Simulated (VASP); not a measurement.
# GaF (F-43m) in VASP: notebook

GaF is run at these levels: PBE; tasks: single point.

All numbers are computed with VASP 6.6.1; they aren't measurements. Logs are shortened: lines on timing, memory, paths and dates and some standing lists are left out, and cuts for length are marked.

**1. The cell of the first run**

The structure is cubic, space group F-43m (No. 216). Conventional cell: a = 5.576 Å, b = 5.576 Å, c = 5.576 Å, α = 90.00°, β = 90.00°, γ = 90.00°. Ga (site symmetry -43m) has 4 F at 2.41 Å within 3.2 Å. F (site symmetry -43m) has 4 Ga at 2.41 Å within 3.2 Å.

**2. Single point, PBE**

INCAR

```
PREC = Accurate ; ENCUT = 520
EDIFF = 1E-6 ; ISMEAR = -1
SIGMA = 0.05 ; LREAL = F
LASPH = T ; NELM = 80
ALGO = Normal ; ISIF = 2
LWAVE = F ; LCHARG = F
GGA = PE ; NBANDS = 17
```

KPOINTS

```
regular mesh
0
Gamma
  8 8 8
```

POSCAR

```
GaF
1.0
    0.0000000000      2.7881371661      2.7881371661
    2.7881371661      0.0000000000      2.7881371661
    2.7881371661      2.7881371661      0.0000000000
Ga F
1 1
Direct
    0.2500000000      0.2500000000      0.2500000000
    0.0000000000      0.0000000000      0.0000000000
```

Potentials or basis: VASP PAW PBE potentials, release 64 (Ga_d, F).

Launch:

```sh
cat potpaw_PBE.64/Ga_d/POTCAR potpaw_PBE.64/F/POTCAR > POTCAR
mpirun -np 1 vasp_std > vasp.out
```

OUTCAR:

```text
PREC = Accurate
   ENCUT = 520
   EDIFF = 1E-6
   ISMEAR = -1
   LREAL = F
   LASPH = T
   NELM = 80
   ISIF = 2
   GGA = PE

 ion  position               nearest neighbor table
   1  0.250  0.250  0.250-
   2  0.000  0.000  0.000-

  LATTYP: Found a face centered cubic cell.
 ALAT       =     5.5762743322

  Lattice vectors:

 A1 = (   0.0000000000,   2.7881371661,   2.7881371661)
 A2 = (   2.7881371661,   0.0000000000,   2.7881371661)
 A3 = (   2.7881371661,   2.7881371661,   0.0000000000)

Analysis of symmetry for initial positions (statically):
=====================================================================
 Subroutine PRICEL returns:
 Original cell was already a primitive cell.

 Routine SETGRP: Setting up the symmetry group for a
 face centered cubic supercell.

 Subroutine GETGRP returns: Found 24 space group operations
 (whereof 24 operations were pure point group operations)
 out of a pool of 48 trial point group operations.

The static configuration has the point symmetry T_d .

Analysis of symmetry for dynamics (positions and initial velocities):
=====================================================================
 Subroutine PRICEL returns:
 Original cell was already a primitive cell.

 Routine SETGRP: Setting up the symmetry group for a
 face centered cubic supercell.

 Subroutine GETGRP returns: Found 24 space group operations
 (whereof 24 operations were pure point group operations)
 out of a pool of 48 trial point group operations.

The dynamic configuration has the point symmetry T_d .

 Subroutine INISYM returns: Found 24 space group operations
 (whereof 24 operations are pure point group operations),
 and found     1 'primitive' translations

----------------------------------------------------------------------------------------

                                     Primitive cell

  volume of cell :      43.3483

  direct lattice vectors                    reciprocal lattice vectors
     0.000000000  2.788137166  2.788137166    -0.179331206  0.179331206  0.179331206
     2.788137166  0.000000000  2.788137166     0.179331206 -0.179331206  0.179331206
[... 71 lines left out ...]
   dimension x,y,z NGXF=    60 NGYF=   60 NGZF=   60
   ions per type =               1   1
   NGX,Y,Z   is equivalent  to a cutoff of  12.65, 12.65, 12.65 a.u.
   NGXF,Y,Z  is equivalent  to a cutoff of  25.30, 25.30, 25.30 a.u.
 SYSTEM =  unknown system
   PREC   = accura    normal or accurate (medium, high low for compatibility)
   ISTART =      0    job   : 0-new  1-cont  2-samecut
   ICHARG =      2    charge: 1-file 2-atom 10-const
   ISPIN  =      1    spin polarized calculation?
   LNONCOLLINEAR =      F non collinear calculations
   LSORBIT =      F    spin-orbit coupling
   LASPH  =      T    aspherical Exc in radial PAW
   ENCUT  =  520.0 eV  38.22 Ry    6.18 a.u.   7.33  7.33  7.33*2*pi/ulx,y,z
   NELM   =     80;   NELMIN=  2; NELMDL= -5     # of ELM steps
   EDIFF  = 0.1E-05   stopping-criterion for ELM
   LREAL  =      F    real-space projection
   EDIFFG = 0.1E-04   stopping-criterion for IOM
   NSW    =      0    number of steps for IOM
   IBRION =     -1    ionic relax: 0-MD 1-quasi-New 2-CG
   NFREE  =      0    steps in history (QN), initial steepest desc. (CG)
   ISIF   =      2    stress and relaxation
   ISYM   =      2    0-nonsym 1-usesym 2-fastsym
   POTIM  = 0.5000    time-step for ionic-motion
   TEBEG  =    0.0;   TEEND  =   0.0 temperature during run
   PSTRESS=    0.0 pullay stress
   NELECT =      20.0000    total number of electrons
   NUPDOWN=      -1.0000    fix difference up-down
   EMIN   =  10.00;   EMAX   =-10.00  energy-range for DOS
   EFERMI =   0.00;   METHOD = LEGACY
   ISMEAR =    -1;   SIGMA  =   0.05  broadening in eV -4-tet -1-fermi 0-gaus
   EFERMI_NEDOS =   21; number of points for ismear=-14 and -15
   IALGO  =     38    algorithm
   IMIX   =      4    mixing-type and parameters
     AMIX     =   0.40;   BMIX     =  1.00
     AMIX_MAG =   1.60;   BMIX_MAG =  1.00
  volume/ion in A,a.u.               =      21.67       146.26
  Fermi-wavevector in a.u.,A,eV,Ry     =   1.265010  2.390523 21.772734  1.600251
  Thomas-Fermi vector in A             =   2.398286
   LORBIT       =      0    0 simple, 1 ext, 2 COOP (PROOUT), +10 PAW based schemes
   GGA     = PE    functional components
   LHFCALC =     F    Hartree Fock is set to
   AEXX    =    0.0000 exact exchange contribution
   IVDW    =     0    specifies the selected vdW correction
   LEPSILON=     F    determine dielectric tensor
   LRPA    =     F    only Hartree local field effects (RPA)
 non-spin polarized calculation
  energy-cutoff  :      520.00
  volume of cell :       43.35
 maximum number of plane-waves:      1211
 NGX is ok and might be reduce to    30
   NGX = 15   NGY = 15   NGZ = 15

 number of electron      20.0000021 magnetization

 Free energy of the ion-electron system (eV)
  ---------------------------------------------------
  ext. energy  EPLUGINS =         0.00000000
  ---------------------------------------------------
  free energy    TOTEN  =        -7.52322542 eV

  energy without entropy =       -7.52322542  energy(sigma->0) =       -7.52322542

 E-fermi :   1.6083     XC(G=0):  -8.2613

 val. band max:        0.5182819860   @ k =  -0.2500   0.5000   0.2500
 cond. band min:       2.5281265033   @ k =   0.5000   0.5000   0.0000
 fundamental gap:      2.0098445172
 Fermi energy:         1.6082656259

 k-point     1 :       0.0000    0.0000    0.0000
  band No.  band energies     occupation
      1     -21.7619      2.00000
      2     -13.0718      2.00000
      3     -13.0718      2.00000
      4     -13.0718      2.00000
      5     -13.0416      2.00000
      6     -13.0416      2.00000
[... 457 lines left out ...]
      4     -13.0393      2.00000
      5     -13.0338      2.00000
      6     -13.0081      2.00000
[... 9 lines left out ...]
     16      14.2243      0.00000
     17      16.3089      0.00000

 [... further k-points ...]
[... 5 lines left out ...]
  --------------------------------------------------------------------------------------
  -------------------------------------------------------------------------------------
  Total        0.4738593      0.4738593      0.4738593      0.0000000      0.0000000     -0.0000000
  in kB       17.5140918     17.5140918     17.5140918      0.0000000      0.0000000     -0.0000000
  external PRESSURE =      17.5140918 kB  Pullay stress =       0.0000000 kB

 VOLUME and BASIS-vectors are now :
 -----------------------------------------------------------------------------
  energy-cutoff  :      520.00
  volume of cell :       43.35
      direct lattice vectors                 reciprocal lattice vectors
     0.000000000  2.788137166  2.788137166    -0.179331206  0.179331206  0.179331206
     2.788137166  0.000000000  2.788137166     0.179331206 -0.179331206  0.179331206
     2.788137166  2.788137166  0.000000000     0.179331206  0.179331206 -0.179331206

 POSITION                                       TOTAL-FORCE (eV/Angst)
 -----------------------------------------------------------------------------------
      1.39407      1.39407      1.39407        -0.000000      0.000000      0.000000
      0.00000      0.00000      0.00000         0.000000     -0.000000     -0.000000
 -----------------------------------------------------------------------------------
    total drift:                                0.000000      0.000000      0.000001

  FREE ENERGIE OF THE ION-ELECTRON SYSTEM (eV)
  ---------------------------------------------------
  free  energy   TOTEN  =        -7.5232254218 eV

  energy  without entropy=       -7.5232254216  energy(sigma->0) =       -7.52322542
```

OSZICAR:

```text
N       E                     dE             d eps       ncg     rms          rms(c)
DAV:   1     0.126197966393E+03    0.12620E+03   -0.98209E+03   996   0.174E+03
DAV:   2     0.248859843127E+01   -0.12371E+03   -0.11581E+03  1098   0.353E+02
DAV:   3    -0.846566727503E+01   -0.10954E+02   -0.10908E+02  1146   0.895E+01
DAV:   4    -0.861426561842E+01   -0.14860E+00   -0.14853E+00  1125   0.114E+01
DAV:   5    -0.861628562587E+01   -0.20200E-02   -0.20198E-02  1221   0.130E+00    0.580E+00
DAV:   6    -0.757071688424E+01    0.10456E+01   -0.46180E+00  1350   0.165E+01    0.231E+00
DAV:   7    -0.753756303428E+01    0.33154E-01   -0.25664E-01  1022   0.377E+00    0.102E+00
DAV:   8    -0.752360662121E+01    0.13956E-01   -0.69705E-02  1023   0.238E+00    0.342E-01
DAV:   9    -0.752250793343E+01    0.10987E-02   -0.56885E-03  1077   0.591E-01    0.906E-02
DAV:  10    -0.752325109119E+01   -0.74316E-03   -0.92957E-04  1044   0.205E-01    0.393E-02
DAV:  11    -0.752321915755E+01    0.31934E-04   -0.11683E-04  1096   0.903E-02    0.666E-03
DAV:  12    -0.752322599773E+01   -0.68402E-05   -0.15374E-05  1058   0.312E-02    0.374E-03
DAV:  13    -0.752322542178E+01    0.57594E-06   -0.16382E-06  1043   0.125E-02
   1 F= -.75232254E+01 E0= -.75232254E+01  d E =-.154530E-09
```

It took 12 s on 1 thread of Intel Xeon 6975P-C (Granite Rapids), shared host; peak memory 0.17 GiB.

Results:

```yaml
Free_energy: -7.5232 eV
Pressure: 1.8 GPa
Band_gap_on_the_k_mesh: 2.01 eV, indirect (least direct gap 2.02 eV)
```

Levels at points of the mesh, in eV from the valence-band top:
```tsv
k point	band 6	band 7	band 8	band 9	band 10	band 11	band 12	band 13	band 14	band 15
(0.00, 0.00, 0.00)	-13.56	-4.19	-3.68	-3.68	-3.68	6.58	6.58	6.58	10.20	13.69
(0.50, 0.00, 0.00)	-13.54	-5.63	-3.84	-3.84	-1.14	2.59	6.50	6.50	10.60	12.50
(0.50, 0.50, 0.00)	-13.54	-5.54	-4.13	-4.13	-0.01	2.01	6.16	6.16	7.46	11.14
```

A k mesh can miss the band edges. As with any semilocal functional, this PBE gap is likely too small.

**3. Single point, PBE**

This run uses another cell than the first one, of 22.14 Å³/atom, 1.021 times its volume.

INCAR

```
ALGO     = Normal         # electronic algorithm
EDIFF    = 1E-7           # SCF threshold, eV
ENCUT    = 520            # plane-wave cutoff, eV
GGA      = PE             # functional
ISIF     = 2              # what is computed and relaxed
ISMEAR   = -1             # smearing method
LASPH    = T              # aspherical terms in the spheres
LCHARG   = T              # write CHGCAR
LELF     = T              # ELF
LREAL    = F              # projectors in reciprocal space
LVHAR    = T            
LWAVE    = F              # write WAVECAR
NBANDS   = 17             # bands
NELM     = 60             # most SCF steps
PREC     = Accurate       # precision mode
SIGMA    = 0.05           # smearing width, eV
```

KPOINTS

```
k-points
0
Gamma
  8 8 8
```

POSCAR

```
GaF
1.0
    0.0000000000      2.8077725818      2.8077725818
    2.8077725818      0.0000000000      2.8077725818
    2.8077725818      2.8077725818      0.0000000000
Ga F
1 1
Direct
    0.2500000000      0.2500000000      0.2500000000
    0.0000000000      0.0000000000      0.0000000000
```

Potentials or basis: VASP PAW PBE potentials, release 64 (Ga_d, F).

Launch:

```sh
cat potpaw_PBE.64/Ga_d/POTCAR potpaw_PBE.64/F/POTCAR > POTCAR
mpirun -np 1 vasp_std > vasp.out
```

Run time: 13 s. Hardware: 1 thread of Intel Xeon 6975P-C (Granite Rapids), shared host; peak memory 0.17 GiB.

The run converged. Its results:

- Free energy: -7.5322 eV
- Pressure: 1.1 GPa
- Band gap on the k mesh: 2.10 eV, indirect (least direct gap 2.11 eV)

Levels at points of the mesh, in eV from the valence-band top:
```csv
k point,band 8,band 9,band 10,band 11,band 12,band 13
"(0.00, 0.00, 0.00)",-3.53,-3.53,-3.53,6.57,6.57,6.57
"(0.50, 0.00, 0.00)",-3.68,-3.68,-1.11,2.66,6.48,6.48
"(0.50, 0.50, 0.00)",-3.96,-3.96,-0.01,2.10,6.14,6.14
```

**4. Single point, PBE**

This run uses another cell than the first one, of 23.06 Å³/atom, 1.064 times its volume.

INCAR

```
ALGO = Normal
EDIFF = 1E-6
ENCUT = 520
GGA = PE
ISIF = 2
ISMEAR = -1
LASPH = True
LCHARG = False
LREAL = False
LWAVE = False
NBANDS = 17
NELM = 100
PREC = Accurate
SIGMA = 0.05
```

KPOINTS is that of step 3.

POSCAR

```
GaF
1.0
    0.0000000000      2.8462400000      2.8462400000
    2.8462400000      0.0000000000      2.8462400000
    2.8462400000      2.8462400000      0.0000000000
Ga F
1 1
Direct
    0.2500000000      0.2500000000      0.2500000000
    0.0000000000      0.0000000000      0.0000000000
```

Launch:

```sh
cat potpaw_PBE.64/Ga_d/POTCAR potpaw_PBE.64/F/POTCAR > POTCAR
mpirun -np 1 vasp_std > vasp.out
```

Run time: 12 s. Hardware: 1 thread of Intel Xeon 6975P-C (Granite Rapids), shared host; peak memory 0.17 GiB.

Results (log left out):

- Free energy: -7.5391 eV
- Pressure: -0.1 GPa
- Band gap on the k mesh: 2.27 eV, indirect (least direct gap 2.28 eV)

Levels at points of the mesh, in eV from the valence-band top:
| k point | band 8 | band 9 | band 10 | band 11 | band 12 | band 13 |
| --- | --- | --- | --- | --- | --- | --- |
| (0.00, 0.00, 0.00) | -3.25 | -3.25 | -3.25 | 6.53 | 6.53 | 6.53 |
| (0.50, 0.00, 0.00) | -3.39 | -3.39 | -1.04 | 2.78 | 6.45 | 6.45 |
| (0.50, 0.50, 0.00) | -3.65 | -3.65 | -0.01 | 2.27 | 6.11 | 6.11 |

A k mesh can miss the band edges. PBE gaps usually lie below the measured ones, often by a third to a half.

**5. The runs side by side**

```tsv
cell	gap on the mesh (eV)	pressure (GPa)
a = 3.943 Å, angles 60.0°, 2 atoms	2.01	1.8
a = 3.971 Å, angles 60.0°, 2 atoms	2.10	1.1
a = 4.025 Å, angles 60.0°, 2 atoms	2.27	-0.1
```

Alike in all rows: task single point; level PBE; potentials or basis VASP PAW PBE potentials, release 64 (Ga_d, F); no spin polarisation; k mesh 8 × 8 × 8; cutoff (eV) 520; smearing fermi-dirac 0.05 eV.

Absolute energies hang on the potentials; compare differences alone.
